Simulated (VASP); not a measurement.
Ir:

```
Ir
1.0
     0.00000    1.92696    1.92696
     1.92696    0.00000    1.92696
     1.92696    1.92696    0.00000
Ir
1
Direct
  0.00000 0.00000 0.00000
```

```yaml
Program: VASP 6.6.1
Task: relaxation of cell and atoms
Functional: LDA
Potentials_or_basis: VASP PAW LDA potentials, release 64 (Ir_sv_GW)
Cutoff: 560 eV
k_mesh: 8 × 8 × 8
Occupations: gaussian, width 0.1 eV
Spin: no spin polarisation
```

At the start: pressure -11.6 GPa; volume 14.31 Å³/atom.

Problem. Where does the relaxation end?

Solution. Over 4 steps the energy falls by 15.8 meV/atom and the volume is 13.89 Å³/atom (-2.9 %); space group Fm-3m (No. 225, to 0.1 Å) before and after.

The path:
| step | energy change (eV) | largest force (eV/Å) | pressure (GPa) | volume (Å³) |
| --- | --- | --- | --- | --- |
| 1 | 0.0000 | 0.0000 | -11.56 | 14.31 |
| 2 | 0.2894 | 0.0000 | 68.51 | 12.28 |
| 3 | -0.0158 | 0.0000 | -0.70 | 13.91 |
| 4 | -0.0158 | 0.0000 | -0.13 | 13.89 |

Final structure:
```
CELL_PARAMETERS angstrom
0.00000 1.90789 1.90789
1.90789 0.00000 1.90789
1.90789 1.90789 0.00000
ATOMIC_POSITIONS crystal
Ir 0.00000 0.00000 0.00000
```
